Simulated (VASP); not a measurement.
# H6Pb (Im-3m) in VASP: further runs

The runs below take H6Pb through single point, relaxation of cell and atoms, with PBE.

All numbers are computed with VASP 6.6.1; they aren't measurements. Logs are shortened: lines on timing, memory, paths and dates and some standing lists are left out, and cuts for length are marked.

**1. The cell of the first run**

It takes space group Im-3m (No. 229, cubic). The conventional cell has a = 4.614 Å, b = 4.614 Å, c = 4.614 Å, α = 90.00°, β = 90.00°, γ = 90.00°. H (site symmetry -4m2) has 4 H at 1.63 Å within 2.2 Å. Pb (site symmetry m-3m) has 24 H at 2.58 Å within 3.4 Å.

The cell was built from a structure type or drawn by symmetry, and may not be a known phase.

**2. Single point, PBE**

The input, INCAR:

```
PREC = Accurate
ENCUT = 520
EDIFF = 1E-6
ISMEAR = 0
SIGMA = 0.1
LREAL = False
LASPH = True
NELM = 60
ALGO = Normal
ISIF = 2
LWAVE = False
LCHARG = False
GGA = PE
NBANDS = 19
```

The input, KPOINTS:

```
regular mesh
0
Gamma
  6 6 6
```

The input, POSCAR:

```
H6Pb
1.0
   -2.3069693368      2.3069693368      2.3069693368
    2.3069693368     -2.3069693368      2.3069693368
    2.3069693368      2.3069693368     -2.3069693368
H Pb
6 1
Direct
    0.5000000000      0.7500000000      0.2500000000
    0.5000000000      0.2500000000      0.7500000000
    0.2500000000      0.5000000000      0.7500000000
    0.7500000000      0.5000000000      0.2500000000
    0.7500000000      0.2500000000      0.5000000000
    0.2500000000      0.7500000000      0.5000000000
    0.0000000000      0.0000000000      0.0000000000
```

Potentials or basis: VASP PAW PBE potentials, release 64 (H, Pb_d).

The run is started by

```
$ cat potpaw_PBE.64/H/POTCAR potpaw_PBE.64/Pb_d/POTCAR > POTCAR
$ mpirun -np 1 vasp_std > vasp.out
```

OUTCAR:

```text
PREC = Accurate
   ENCUT = 520
   EDIFF = 1E-6
   ISMEAR = 0
   LREAL = False
   LASPH = True
   NELM = 60
   ISIF = 2
   GGA = PE

 ion  position               nearest neighbor table
   1  0.500  0.750  0.250-
   2  0.500  0.250  0.750-
   3  0.250  0.500  0.750-
   4  0.750  0.500  0.250-
   5  0.750  0.250  0.500-
   6  0.250  0.750  0.500-
   7  0.000  0.000  0.000-

  LATTYP: Found a body centered cubic cell.
 ALAT       =     4.6139386736

  Lattice vectors:

 A1 = (  -2.3069693368,   2.3069693368,   2.3069693368)
 A2 = (   2.3069693368,  -2.3069693368,   2.3069693368)
 A3 = (   2.3069693368,   2.3069693368,  -2.3069693368)

Analysis of symmetry for initial positions (statically):
=====================================================================
 Subroutine PRICEL returns:
 Original cell was already a primitive cell.

 Routine SETGRP: Setting up the symmetry group for a
 body centered cubic supercell.

 Subroutine GETGRP returns: Found 48 space group operations
 (whereof 48 operations were pure point group operations)
 out of a pool of 48 trial point group operations.

The static configuration has the point symmetry O_h .

Analysis of symmetry for dynamics (positions and initial velocities):
=====================================================================
 Subroutine PRICEL returns:
 Original cell was already a primitive cell.

 Routine SETGRP: Setting up the symmetry group for a
 body centered cubic supercell.

 Subroutine GETGRP returns: Found 48 space group operations
 (whereof 48 operations were pure point group operations)
 out of a pool of 48 trial point group operations.

The dynamic configuration has the point symmetry O_h .

 Subroutine INISYM returns: Found 48 space group operations
 (whereof 48 operations are pure point group operations),
 and found     1 'primitive' translations

----------------------------------------------------------------------------------------

                                     Primitive cell

  volume of cell :      49.1118

  direct lattice vectors                    reciprocal lattice vectors
    -2.306969337  2.306969337  2.306969337     0.000000000  0.216734567  0.216734567
     2.306969337 -2.306969337  2.306969337     0.216734567  0.000000000  0.216734567
     2.306969337  2.306969337 -2.306969337     0.216734567  0.216734567  0.000000000

  length of vectors
     3.995788103  3.995788103  3.995788103     0.306508964  0.306508964  0.306508964

  position of ions in fractional coordinates (direct lattice)
     0.500000000  0.750000000  0.250000000
     0.500000000  0.250000000  0.750000000
     0.250000000  0.500000000  0.750000000
     0.750000000  0.500000000  0.250000000
     0.750000000  0.250000000  0.500000000
     0.250000000  0.750000000  0.500000000
     0.000000000  0.000000000  0.000000000

  ion indices of the primitive-cell ions
   primitive index   ion index
                 1           1
                 2           2
                 3           3
                 4           4
                 5           5
                 6           6
                 7           7

----------------------------------------------------------------------------------------

 KPOINTS: regular mesh

Automatic generation of k-mesh.
 Grid dimensions read from file:
 generate k-points for:    6    6    6

 Generating k-lattice:

  Cartesian coordinates                     Fractional coordinates (reciprocal lattice)
     0.000000000  0.036122428  0.036122428     0.166666667  0.000000000  0.000000000
     0.036122428  0.000000000  0.036122428     0.000000000  0.166666667  0.000000000
     0.036122428  0.036122428  0.000000000     0.000000000  0.000000000  0.166666667

  Length of vectors
     0.051084827  0.051084827  0.051084827

  Shift w.r.t. Gamma in fractional coordinates (k-lattice)
     0.000000000  0.000000000  0.000000000

 Subroutine IBZKPT returns following result:
 ===========================================

 Found     16 irreducible k-points:

 Following reciprocal coordinates:
            Coordinates               Weight
  0.000000  0.000000  0.000000      1.000000
  0.166667  0.000000  0.000000     12.000000
  0.333333  0.000000  0.000000     12.000000
  0.500000  0.000000  0.000000      6.000000
  0.166667  0.166667  0.000000     24.000000
  0.333333  0.166667  0.000000     48.000000
[... 8 lines left out ...]
  0.500000  0.500000  0.333333     12.000000
  0.500000  0.500000  0.500000      1.000000
   k-points           NKPTS =     16   k-points in BZ     NKDIM =     16   number of bands    NBANDS=     19
   number of dos      NEDOS =    301   number of ions     NIONS =      7
   total plane-waves  NPLWV =  27000
   dimension x,y,z NGX =    30 NGY =   30 NGZ =   30
   dimension x,y,z NGXF=    60 NGYF=   60 NGZF=   60
   ions per type =               6   1
   NGX,Y,Z   is equivalent  to a cutoff of  12.48, 12.48, 12.48 a.u.
   NGXF,Y,Z  is equivalent  to a cutoff of  24.96, 24.96, 24.96 a.u.
 SYSTEM =  unknown system
   PREC   = accura    normal or accurate (medium, high low for compatibility)
   ISTART =      0    job   : 0-new  1-cont  2-samecut
   ICHARG =      2    charge: 1-file 2-atom 10-const
   ISPIN  =      1    spin polarized calculation?
   LNONCOLLINEAR =      F non collinear calculations
   LSORBIT =      F    spin-orbit coupling
   LASPH  =      T    aspherical Exc in radial PAW
   ENCUT  =  520.0 eV  38.22 Ry    6.18 a.u.   7.43  7.43  7.43*2*pi/ulx,y,z
   NELM   =     60;   NELMIN=  2; NELMDL= -5     # of ELM steps
   EDIFF  = 0.1E-05   stopping-criterion for ELM
   LREAL  =      F    real-space projection
   EDIFFG = 0.1E-04   stopping-criterion for IOM
   NSW    =      0    number of steps for IOM
   IBRION =     -1    ionic relax: 0-MD 1-quasi-New 2-CG
   NFREE  =      0    steps in history (QN), initial steepest desc. (CG)
   ISIF   =      2    stress and relaxation
   ISYM   =      2    0-nonsym 1-usesym 2-fastsym
   POTIM  = 0.5000    time-step for ionic-motion
   TEBEG  =    0.0;   TEEND  =   0.0 temperature during run
   PSTRESS=    0.0 pullay stress
   NELECT =      20.0000    total number of electrons
   NUPDOWN=      -1.0000    fix difference up-down
   EMIN   =  10.00;   EMAX   =-10.00  energy-range for DOS
   EFERMI =   0.00;   METHOD = LEGACY
   ISMEAR =     0;   SIGMA  =   0.10  broadening in eV -4-tet -1-fermi 0-gaus
   EFERMI_NEDOS =   21; number of points for ismear=-14 and -15
   IALGO  =     38    algorithm
   IMIX   =      4    mixing-type and parameters
     AMIX     =   0.40;   BMIX     =  1.00
     AMIX_MAG =   1.60;   BMIX_MAG =  1.00
  volume/ion in A,a.u.               =       7.02        47.35
  Fermi-wavevector in a.u.,A,eV,Ry     =   1.213453  2.293094 20.034151  1.472469
  Thomas-Fermi vector in A             =   2.348905
   LORBIT       =      0    0 simple, 1 ext, 2 COOP (PROOUT), +10 PAW based schemes
   GGA     = PE    functional components
   LHFCALC =     F    Hartree Fock is set to
   AEXX    =    0.0000 exact exchange contribution
   IVDW    =     0    specifies the selected vdW correction
   LEPSILON=     F    determine dielectric tensor
   LRPA    =     F    only Hartree local field effects (RPA)
 non-spin polarized calculation
 Gauss-broadening in eV      SIGMA  =   0.10
  energy-cutoff  :      520.00
  volume of cell :       49.11
 maximum number of plane-waves:      1345
 NGX is ok and might be reduce to    30
   NGX = 15   NGY = 15   NGZ = 15

 number of electron      20.0000004 magnetization

 Free energy of the ion-electron system (eV)
  ---------------------------------------------------
  ext. energy  EPLUGINS =         0.00000000
  ---------------------------------------------------
  free energy    TOTEN  =       -17.67268720 eV

  energy without entropy =      -17.65973045  energy(sigma->0) =      -17.66620882

 E-fermi :   4.7474     XC(G=0): -10.4985

 val. band max:        4.7021779915   @ k =  -0.3333   0.5000   0.1667
 cond. band min:       4.7499387917   @ k =  -0.3333   0.3333   0.3333
 fundamental gap:      0.0477608001
 Fermi energy:         4.7473992356

 k-point     1 :       0.0000    0.0000    0.0000
  band No.  band energies     occupation
      1     -12.0116      2.00000
      2     -12.0116      2.00000
      3     -12.0116      2.00000
      4     -11.9625      2.00000
      5     -11.9625      2.00000
      6      -7.8153      2.00000
[... 11 lines left out ...]
     18      12.4881      0.00000
     19      20.9041      0.00000

 k-point     2 :       0.1667    0.0000    0.0000
  band No.  band energies     occupation
      1     -12.0206      2.00000
      2     -12.0105      2.00000
      3     -11.9863      2.00000
      4     -11.9694      2.00000
      5     -11.9624      2.00000
      6      -7.4088      2.00000
[... 11 lines left out ...]
     18      14.6641      0.00000
     19      18.4042      0.00000

 k-point     3 :       0.3333    0.0000    0.0000
  band No.  band energies     occupation
      1     -12.0385      2.00000
      2     -12.0316      2.00000
      3     -11.9639      2.00000
      4     -11.9619      2.00000
      5     -11.9348      2.00000
      6      -6.1847      2.00000
[... 11 lines left out ...]
     18      17.1581      0.00000
     19      17.1987      0.00000

 k-point     4 :       0.5000    0.0000    0.0000
  band No.  band energies     occupation
      1     -12.0483      2.00000
      2     -12.0475      2.00000
      3     -11.9615      2.00000
      4     -11.9567      2.00000
      5     -11.9086      2.00000
      6      -4.4264      2.00000
[... 11 lines left out ...]
     18      19.2523      0.00000
     19      19.5154      0.00000

 k-point     5 :       0.1667    0.1667    0.0000
  band No.  band energies     occupation
      1     -12.0282      2.00000
      2     -12.0176      2.00000
      3     -11.9730      2.00000
      4     -11.9653      2.00000
      5     -11.9513      2.00000
      6      -6.5921      2.00000
[... 11 lines left out ...]
     18      16.5187      0.00000
     19      17.9311      0.00000

 k-point     6 :       0.3333    0.1667    0.0000
  band No.  band energies     occupation
      1     -12.0393      2.00000
      2     -12.0276      2.00000
      3     -11.9701      2.00000
      4     -11.9606      2.00000
      5     -11.9261      2.00000
      6      -4.9818      2.00000
[... 11 lines left out ...]
     18      18.4265      0.00000
     19      19.5643      0.00000

 k-point     7 :       0.3333    0.3333    0.0000
  band No.  band energies     occupation
      1     -12.0357      2.00000
      2     -11.9973      2.00000
      3     -11.9973      2.00000
      4     -11.9456      2.00000
      5     -11.9456      2.00000
      6      -3.5487      2.00000
[... 11 lines left out ...]
     18      18.8397      0.00000
     19      18.8397      0.00000

 k-point     8 :       0.1667    0.1667    0.1667
  band No.  band energies     occupation
      1     -12.0269      2.00000
      2     -12.0269      2.00000
      3     -11.9621      2.00000
      4     -11.9621      2.00000
      5     -11.9447      2.00000
      6      -5.3772      2.00000
[... 80 lines left out ...]
 k-point    12 :       0.5000    0.5000    0.1667
  band No.  band energies     occupation
      1     -12.0439      2.00000
      2     -12.0161      2.00000
      3     -11.9952      2.00000
      4     -11.9608      2.00000
      5     -11.9113      2.00000
      6      -4.0665      2.00000
[... 11 lines left out ...]
     18      18.8200      0.00000
     19      19.1559      0.00000

 k-point    13 :      -0.3333    0.5000    0.1667
  band No.  band energies     occupation
      1     -12.0382      2.00000
      2     -12.0188      2.00000
      3     -11.9998      2.00000
      4     -11.9492      2.00000
      5     -11.9238      2.00000
      6      -4.2078      2.00000
[... 11 lines left out ...]
     18      20.2263      0.00000
     19      20.6401      0.00000

 k-point    14 :      -0.3333    0.3333    0.3333
  band No.  band energies     occupation
      1     -12.0555      2.00000
      2     -12.0299      2.00000
      3     -11.9533      2.00000
      4     -11.9533      2.00000
      5     -11.9422      2.00000
      6      -4.5780      2.00000
[... 11 lines left out ...]
     18      21.0491      0.00000
     19      21.0491      0.00000

 k-point    15 :       0.5000    0.5000    0.3333
  band No.  band energies     occupation
      1     -12.0692      2.00000
      2     -12.0593      2.00000
      3     -11.9521      2.00000
      4     -11.9376      2.00000
      5     -11.9167      2.00000
      6      -3.0549      2.00000
[... 11 lines left out ...]
     18      18.6567      0.00000
     19      20.5380      0.00000

 k-point    16 :       0.5000    0.5000    0.5000
  band No.  band energies     occupation
      1     -12.0897      2.00000
      2     -12.0897      2.00000
      3     -11.9194      2.00000
      4     -11.9194      2.00000
      5     -11.9194      2.00000
      6      -2.2381      2.00000
[... 11 lines left out ...]
     18      18.4757      0.00000
     19      18.4757      0.00000

------------------------ aborting loop because EDIFF is reached ----------------------------------------

  FORCE on cell =-STRESS in cart. coord.  units (eV):
  Direction    XX          YY          ZZ          XY          YZ          ZX
  --------------------------------------------------------------------------------------
  -------------------------------------------------------------------------------------
  Total       -0.0712130     -0.0712130     -0.0712130      0.0000000      0.0000000      0.0000000
  in kB       -2.3231889     -2.3231889     -2.3231889      0.0000000      0.0000000      0.0000000
  external PRESSURE =      -2.3231889 kB  Pullay stress =       0.0000000 kB

 VOLUME and BASIS-vectors are now :
 -----------------------------------------------------------------------------
  energy-cutoff  :      520.00
  volume of cell :       49.11
      direct lattice vectors                 reciprocal lattice vectors
    -2.306969337  2.306969337  2.306969337     0.000000000  0.216734567  0.216734567
     2.306969337 -2.306969337  2.306969337     0.216734567  0.000000000  0.216734567
     2.306969337  2.306969337 -2.306969337     0.216734567  0.216734567  0.000000000

 POSITION                                       TOTAL-FORCE (eV/Angst)
 -----------------------------------------------------------------------------------
      1.15348      0.00000      2.30697        -0.000000      0.000000      0.000000
      1.15348      2.30697      0.00000        -0.000000     -0.000000      0.000000
      2.30697      1.15348      0.00000         0.000000     -0.000000      0.000000
      0.00000      1.15348      2.30697         0.000000      0.000000     -0.000000
      0.00000      2.30697      1.15348         0.000000     -0.000000     -0.000000
      2.30697      0.00000      1.15348        -0.000000     -0.000000      0.000000
      0.00000      0.00000      0.00000        -0.000000      0.000000     -0.000000
 -----------------------------------------------------------------------------------
    total drift:                                0.000000      0.000000      0.000000

  FREE ENERGIE OF THE ION-ELECTRON SYSTEM (eV)
  ---------------------------------------------------
  free  energy   TOTEN  =       -17.6726871955 eV

  energy  without entropy=      -17.6597304504  energy(sigma->0) =      -17.66620882
```

It took 21 s on 1 thread of Intel Xeon 8259CL, shared host; peak memory 0.17 GiB.

What came out:

```
Free energy            : -17.6727 eV
Pressure               : -0.2 GPa
Band gap on the k mesh : zero (bands 10 and 11 overlap by 6.13 eV)
```

Levels at points of the mesh, in eV from the Fermi level:
```tsv
k point	band 6	band 7	band 8	band 9	band 10	band 11	band 12	band 13	band 14	band 15
(0.00, 0.00, 0.00)	-12.56	-1.25	-0.70	-0.70	-0.70	1.55	1.55	3.41	3.41	3.41
(0.50, 0.00, 0.00)	-9.17	-8.57	-3.18	-2.39	-1.28	0.88	3.77	4.77	4.99	8.31
(0.50, 0.50, 0.50)	-6.99	-5.59	-5.59	-4.00	-4.00	-4.00	5.92	5.92	5.92	10.98
```

Caveat: spin-orbit coupling is left out, which moves the levels of the heavy elements.

(Continued in part 2 of 2.)
